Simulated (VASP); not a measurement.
# Cs (Im-3m) in VASP: a series of runs

Runs on Cs. Level: PBE. Tasks: single point.

Program: VASP 6.6.1. These are calculated values, not measurements. Logs are shortened: lines on timing, memory, paths and dates and some standing lists are left out, and cuts for length are marked.

### 1 The cell of the first run

Symmetry: Im-3m, No. 229, cubic system. The conventional cell has a = 6.067 Å, b = 6.067 Å, c = 6.067 Å, α = 90.00°, β = 90.00°, γ = 90.00°.

### 2 Single point, PBE

The input, INCAR:

```
SYSTEM = Cs
  PREC = Accurate
  ENCUT = 500
  EDIFF = 1E-6
  ISMEAR = -1
  SIGMA = 0.1
  LREAL = .FALSE.
  LASPH = .TRUE.
  NELM = 120
  ALGO = Normal
  ISIF = 2
  LWAVE = .FALSE.
  LCHARG = .FALSE.
  GGA = PE
  NBANDS = 10
  GGA_COMPAT = .FALSE.
```

The input, KPOINTS:

```
Automatic mesh
0
G
  4 4 4
  0 0 0
```

The input, POSCAR:

```
Cs
1.0
   -3.0335000000      3.0335000000      3.0335000000
    3.0335000000     -3.0335000000      3.0335000000
    3.0335000000      3.0335000000     -3.0335000000
Cs
1
Direct
    0.0000000000      0.0000000000      0.0000000000
```

Potentials or basis: VASP PAW PBE potentials, release 64 (Cs_sv).

Command:

```bash
cat potpaw_PBE.64/Cs_sv/POTCAR > POTCAR
mpirun -np 1 vasp_std > vasp.out
```

OUTCAR:

```text
SYSTEM = Cs
   PREC = Accurate
   ENCUT = 500
   EDIFF = 1E-6
   ISMEAR = -1
   LREAL = .FALSE.
   LASPH = .TRUE.
   NELM = 120
   ISIF = 2
   GGA = PE

 ion  position               nearest neighbor table
   1  0.000  0.000  0.000-

  LATTYP: Found a body centered cubic cell.
 ALAT       =     6.0670000000

  Lattice vectors:

 A1 = (  -3.0335000000,   3.0335000000,   3.0335000000)
 A2 = (   3.0335000000,  -3.0335000000,   3.0335000000)
 A3 = (   3.0335000000,   3.0335000000,  -3.0335000000)

Analysis of symmetry for initial positions (statically):
=====================================================================
 Subroutine PRICEL returns:
 Original cell was already a primitive cell.

 Routine SETGRP: Setting up the symmetry group for a
 body centered cubic supercell.

 Subroutine GETGRP returns: Found 48 space group operations
 (whereof 48 operations were pure point group operations)
 out of a pool of 48 trial point group operations.

The static configuration has the point symmetry O_h .

Analysis of symmetry for dynamics (positions and initial velocities):
=====================================================================
 Subroutine PRICEL returns:
 Original cell was already a primitive cell.

 Routine SETGRP: Setting up the symmetry group for a
 body centered cubic supercell.

 Subroutine GETGRP returns: Found 48 space group operations
 (whereof 48 operations were pure point group operations)
 out of a pool of 48 trial point group operations.

The dynamic configuration has the point symmetry O_h .

 Subroutine INISYM returns: Found 48 space group operations
 (whereof 48 operations are pure point group operations),
 and found     1 'primitive' translations

----------------------------------------------------------------------------------------

                                     Primitive cell

  volume of cell :     111.6586

  direct lattice vectors                    reciprocal lattice vectors
    -3.033500000  3.033500000  3.033500000     0.000000000  0.164826108  0.164826108
     3.033500000 -3.033500000  3.033500000     0.164826108  0.000000000  0.164826108
     3.033500000  3.033500000 -3.033500000     0.164826108  0.164826108  0.000000000

  length of vectors
     5.254176125  5.254176125  5.254176125     0.233099318  0.233099318  0.233099318

  position of ions in fractional coordinates (direct lattice)
     0.000000000  0.000000000  0.000000000

  ion indices of the primitive-cell ions
   primitive index   ion index
                 1           1

----------------------------------------------------------------------------------------

 KPOINTS: Automatic mesh

Automatic generation of k-mesh.
 Grid dimensions read from file:
 generate k-points for:    4    4    4

 Generating k-lattice:

  Cartesian coordinates                     Fractional coordinates (reciprocal lattice)
     0.000000000  0.041206527  0.041206527     0.250000000  0.000000000  0.000000000
     0.041206527  0.000000000  0.041206527     0.000000000  0.250000000  0.000000000
     0.041206527  0.041206527  0.000000000     0.000000000  0.000000000  0.250000000

  Length of vectors
     0.058274830  0.058274830  0.058274830

  Shift w.r.t. Gamma in fractional coordinates (k-lattice)
     0.000000000  0.000000000  0.000000000

 Subroutine IBZKPT returns following result:
 ===========================================

 Found      8 irreducible k-points:

 Following reciprocal coordinates:
            Coordinates               Weight
  0.000000  0.000000  0.000000      1.000000
  0.250000  0.000000  0.000000     12.000000
  0.500000  0.000000  0.000000      6.000000
  0.250000  0.250000  0.000000     24.000000
  0.250000  0.250000  0.250000      2.000000
 -0.250000  0.250000  0.250000      6.000000
  0.500000  0.500000  0.250000     12.000000
  0.500000  0.500000  0.500000      1.000000
   k-points           NKPTS =      8   k-points in BZ     NKDIM =      8   number of bands    NBANDS=     10
   number of dos      NEDOS =    301   number of ions     NIONS =      1
   total plane-waves  NPLWV =  64000
   dimension x,y,z NGX =    40 NGY =   40 NGZ =   40
   dimension x,y,z NGXF=    80 NGYF=   80 NGZF=   80
   ions per type =               1
   NGX,Y,Z   is equivalent  to a cutoff of  12.66, 12.66, 12.66 a.u.
   NGXF,Y,Z  is equivalent  to a cutoff of  25.31, 25.31, 25.31 a.u.
 SYSTEM =  Cs
   PREC   = accura    normal or accurate (medium, high low for compatibility)
   ISTART =      0    job   : 0-new  1-cont  2-samecut
   ICHARG =      2    charge: 1-file 2-atom 10-const
   ISPIN  =      1    spin polarized calculation?
   LNONCOLLINEAR =      F non collinear calculations
   LSORBIT =      F    spin-orbit coupling
   LASPH  =      T    aspherical Exc in radial PAW
   ENCUT  =  500.0 eV  36.75 Ry    6.06 a.u.   9.58  9.58  9.58*2*pi/ulx,y,z
   NELM   =    120;   NELMIN=  2; NELMDL= -5     # of ELM steps
   EDIFF  = 0.1E-05   stopping-criterion for ELM
   LREAL  =      F    real-space projection
   EDIFFG = 0.1E-04   stopping-criterion for IOM
   NSW    =      0    number of steps for IOM
   IBRION =     -1    ionic relax: 0-MD 1-quasi-New 2-CG
   NFREE  =      0    steps in history (QN), initial steepest desc. (CG)
   ISIF   =      2    stress and relaxation
   ISYM   =      2    0-nonsym 1-usesym 2-fastsym
   POTIM  = 0.5000    time-step for ionic-motion
   TEBEG  =    0.0;   TEEND  =   0.0 temperature during run
   PSTRESS=    0.0 pullay stress
   NELECT =       9.0000    total number of electrons
   NUPDOWN=      -1.0000    fix difference up-down
   EMIN   =  10.00;   EMAX   =-10.00  energy-range for DOS
   EFERMI =   0.00;   METHOD = LEGACY
   ISMEAR =    -1;   SIGMA  =   0.10  broadening in eV -4-tet -1-fermi 0-gaus
   EFERMI_NEDOS =   21; number of points for ismear=-14 and -15
   IALGO  =     38    algorithm
   IMIX   =      4    mixing-type and parameters
     AMIX     =   0.40;   BMIX     =  1.00
     AMIX_MAG =   1.60;   BMIX_MAG =  1.00
  volume/ion in A,a.u.               =     111.66       753.51
  Fermi-wavevector in a.u.,A,eV,Ry     =   0.707172  1.336361  6.804166  0.500092
  Thomas-Fermi vector in A             =   1.793149
   LORBIT       =      0    0 simple, 1 ext, 2 COOP (PROOUT), +10 PAW based schemes
   GGA     = PE    functional components
   LHFCALC =     F    Hartree Fock is set to
   AEXX    =    0.0000 exact exchange contribution
   IVDW    =     0    specifies the selected vdW correction
   LEPSILON=     F    determine dielectric tensor
   LRPA    =     F    only Hartree local field effects (RPA)
 non-spin polarized calculation
  energy-cutoff  :      500.00
  volume of cell :      111.66
 maximum number of plane-waves:      2899
 NGX is ok and might be reduce to    40
   NGX = 19   NGY = 19   NGZ = 19

 number of electron       8.9999999 magnetization

 Free energy of the ion-electron system (eV)
  ---------------------------------------------------
  ext. energy  EPLUGINS =         0.00000000
  ---------------------------------------------------
  free energy    TOTEN  =        -0.84471050 eV

  energy without entropy =       -0.77843554  energy(sigma->0) =       -0.81157302

 E-fermi :   0.5307     XC(G=0):  -5.4795

 val. band max:        0.0793963910   @ k =  -0.2500   0.2500   0.2500
 cond. band min:       0.5542847989   @ k =   0.5000   0.0000   0.0000
 fundamental gap:      0.4748884079
 Fermi energy:         0.5306765088

 k-point     1 :       0.0000    0.0000    0.0000
  band No.  band energies     occupation
      1     -23.3073      2.00000
      2     -10.0463      2.00000
      3     -10.0463      2.00000
      4     -10.0463      2.00000
      5      -1.1775      2.00000
      6       3.0415      0.00000
      7       3.0415      0.00000
      8       3.0415      0.00000
      9       3.9213      0.00000
     10       3.9213      0.00000

 k-point     2 :       0.2500    0.0000    0.0000
  band No.  band energies     occupation
      1     -23.3034      2.00000
      2     -10.1238      2.00000
      3     -10.0716      2.00000
      4     -10.0465      2.00000
      5      -0.5132      1.99994
      6       2.2705      0.00000
      7       2.5231      0.00000
      8       3.7424      0.00000
      9       3.7686      0.00000
     10       3.9190      0.00000

 k-point     3 :       0.5000    0.0000    0.0000
  band No.  band energies     occupation
      1     -23.2996      2.00000
      2     -10.1981      2.00000
      3     -10.0965      2.00000
      4     -10.0466      2.00000
      5       0.5543      0.88250
      6       1.4357      0.00023
      7       2.1714      0.00000
      8       3.7684      0.00000
      9       4.3856      0.00000
     10       4.9258      0.00000

 k-point     4 :       0.2500    0.2500    0.0000
  band No.  band energies     occupation
      1     -23.2996      2.00000
      2     -10.1704      2.00000
      3     -10.1099      2.00000
      4     -10.0621      2.00000
      5       0.5579      0.86462
      6       1.6584      0.00003
      7       1.9723      0.00000
      8       3.7952      0.00000
      9       4.0130      0.00000
     10       4.6393      0.00000

 k-point     5 :       0.2500    0.2500    0.2500
  band No.  band energies     occupation
      1     -23.2991      2.00000
      2     -10.1211      2.00000
      3     -10.1211      2.00000
      4     -10.1211      2.00000
      5       1.5292      0.00009
      6       1.5292      0.00009
      7       1.5292      0.00009
      8       3.0013      0.00000
      9       4.4672      0.00000
     10       4.4672      0.00000

 k-point     6 :      -0.2500    0.2500    0.2500
  band No.  band energies     occupation
      1     -23.3000      2.00000
      2     -10.1263      2.00000
      3     -10.0987      2.00000
      4     -10.0987      2.00000
      5       0.0794      1.97830
      6       2.0645      0.00000
      7       2.7934      0.00000
      8       2.7934      0.00000
      9       3.8036      0.00000
     10       3.9874      0.00000

 k-point     7 :       0.5000    0.5000    0.2500
  band No.  band energies     occupation
      1     -23.2965      2.00000
      2     -10.1762      2.00000
      3     -10.1255      2.00000
      4     -10.1013      2.00000
      5       1.1273      0.00512
      6       1.2813      0.00110
      7       2.5662      0.00000
      8       2.7371      0.00000
      9       4.0310      0.00000
     10       5.2233      0.00000

 k-point     8 :       0.5000    0.5000    0.5000
  band No.  band energies     occupation
      1     -23.2935      2.00000
      2     -10.1541      2.00000
      3     -10.1541      2.00000
      4     -10.1541      2.00000
      5       1.1535      0.00394
      6       1.1535      0.00394
      7       3.6200      0.00000
      8       3.6200      0.00000
      9       3.6200      0.00000
     10       5.0396      0.00000

------------------------ aborting loop because EDIFF is reached ----------------------------------------

  FORCE on cell =-STRESS in cart. coord.  units (eV):
  Direction    XX          YY          ZZ          XY          YZ          ZX
  --------------------------------------------------------------------------------------
  -------------------------------------------------------------------------------------
  Total        0.0778094      0.0778094      0.0778094      0.0000000      0.0000000     -0.0000000
  in kB        1.1164786      1.1164786      1.1164786      0.0000000      0.0000000     -0.0000000
  external PRESSURE =       1.1164786 kB  Pullay stress =       0.0000000 kB

 VOLUME and BASIS-vectors are now :
 -----------------------------------------------------------------------------
  energy-cutoff  :      500.00
  volume of cell :      111.66
      direct lattice vectors                 reciprocal lattice vectors
    -3.033500000  3.033500000  3.033500000     0.000000000  0.164826108  0.164826108
     3.033500000 -3.033500000  3.033500000     0.164826108  0.000000000  0.164826108
     3.033500000  3.033500000 -3.033500000     0.164826108  0.164826108  0.000000000

 POSITION                                       TOTAL-FORCE (eV/Angst)
 -----------------------------------------------------------------------------------
      0.00000      0.00000      0.00000         0.000000      0.000000      0.000000
 -----------------------------------------------------------------------------------
    total drift:                               -0.000000      0.000000     -0.000000

  FREE ENERGIE OF THE ION-ELECTRON SYSTEM (eV)
  ---------------------------------------------------
  free  energy   TOTEN  =        -0.8447104997 eV

  energy  without entropy=       -0.7784355373  energy(sigma->0) =       -0.81157302
```

Run time: 18 s. Hardware: 1 thread of Intel Xeon Platinum 8488C (Sapphire Rapids), shared host; peak memory 0.22 GiB.

Results:

```yaml
Free_energy: -0.8447 eV
Pressure: 0.1 GPa
```

Levels at points of the mesh, in eV from the Fermi level:
| k point | band 1 | band 2 | band 3 | band 4 | band 5 | band 6 | band 7 | band 8 | band 9 |
| --- | --- | --- | --- | --- | --- | --- | --- | --- | --- |
| (0.00, 0.00, 0.00) | -23.84 | -10.58 | -10.58 | -10.58 | -1.71 | 2.51 | 2.51 | 2.51 | 3.39 |
| (0.50, 0.00, 0.00) | -23.83 | -10.73 | -10.63 | -10.58 | 0.02 | 0.91 | 1.64 | 3.24 | 3.85 |
| (0.50, 0.50, 0.50) | -23.82 | -10.68 | -10.68 | -10.68 | 0.62 | 0.62 | 3.09 | 3.09 | 3.09 |

Caveat: the k points lie up to 0.37 Å⁻¹ apart; spin-orbit coupling is left out, which moves the levels of the heavy elements.

### 3 Single point, PBE

The input, INCAR:

```
SYSTEM = Cs
  ALGO = Normal
  EDIFF = 1E-6
  ENCUT = 500
  GGA = PE
  GGA_COMPAT = .False.
  ISIF = 2
  ISMEAR = -1
  LASPH = .True.
  LCHARG = .False.
  LREAL = .False.
  LWAVE = .False.
  NBANDS = 10
  NELM = 120
  PREC = Accurate
  SIGMA = 0.1
```

The input, KPOINTS:

```
k-points
0
Gamma
  5 5 5
  0 0 0
```

POSCAR is that of step 2.

Potentials or basis: VASP PAW PBE potentials, release 64 (Cs_sv).

Command:

```bash
cat potpaw_PBE.64/Cs_sv/POTCAR > POTCAR
mpirun -np 1 vasp_std > vasp.out
```

Run time: 22 s. Hardware: 1 thread of Intel Xeon Platinum 8488C (Sapphire Rapids), shared host; peak memory 0.22 GiB.

Results (log left out):

| Quantity | Value |
| --- | --- |
| Free energy | -0.8761 eV |
| Pressure | 0.1 GPa |

Levels at points of the mesh, in eV from the Fermi level:
| k point | band 1 | band 2 | band 3 | band 4 | band 5 | band 6 | band 7 | band 8 | band 9 |
| --- | --- | --- | --- | --- | --- | --- | --- | --- | --- |
| (0.00, 0.00, 0.00) | -23.86 | -10.60 | -10.60 | -10.60 | -1.72 | 2.50 | 2.50 | 2.50 | 3.37 |

Caveat: spin-orbit coupling is left out, which moves the levels of the heavy elements.

### 4 Single point, PBE

The input, INCAR:

```
SYSTEM = Cs
PREC = Accurate
ENCUT = 500
EDIFF = 1E-6
ISMEAR = -1
SIGMA = 0.1
LREAL = .FALSE.
LASPH = .TRUE.
NELM = 120
ALGO = Normal
ISIF = 2
LWAVE = .FALSE.
LCHARG = .FALSE.
GGA = PE
NBANDS = 10
GGA_COMPAT = .FALSE.
```

The input, KPOINTS:

```
regular mesh
0
G
  7 7 7
  0 0 0
```

POSCAR is that of step 3.

Command:

```bash
cat potpaw_PBE.64/Cs_sv/POTCAR > POTCAR
mpirun -np 1 vasp_std > vasp.out
```

Run time: 32 s. Hardware: 1 thread of Intel Xeon Platinum 8488C (Sapphire Rapids), shared host; peak memory 0.23 GiB.

Results (log left out):

```
Free energy : -0.8713 eV
Pressure    : 0.1 GPa
```

Levels at points of the mesh, in eV from the Fermi level:
| k point | band 1 | band 2 | band 3 | band 4 | band 5 | band 6 | band 7 | band 8 |
| --- | --- | --- | --- | --- | --- | --- | --- | --- |
| (0.00, 0.00, 0.00) | -23.84 | -10.57 | -10.57 | -10.57 | -1.70 | 2.52 | 2.52 | 2.52 |

Caveat: spin-orbit coupling is left out, which moves the levels of the heavy elements.

### 5 Overview

```tsv
k mesh	gap on the mesh (eV)	pressure (GPa)
4 × 4 × 4	none	0.1
5 × 5 × 5	none	0.1
7 × 7 × 7	none	0.1
```

Alike in all rows: task single point; level PBE; potentials or basis VASP PAW PBE potentials, release 64 (Cs_sv); no spin polarisation; cell as given; cutoff (eV) 500; smearing fermi-dirac 0.1 eV.

Caveats: some runs use coarse meshes; spin-orbit coupling is left out, which moves the levels of the heavy elements.

Absolute energies hang on the potentials; compare differences alone.
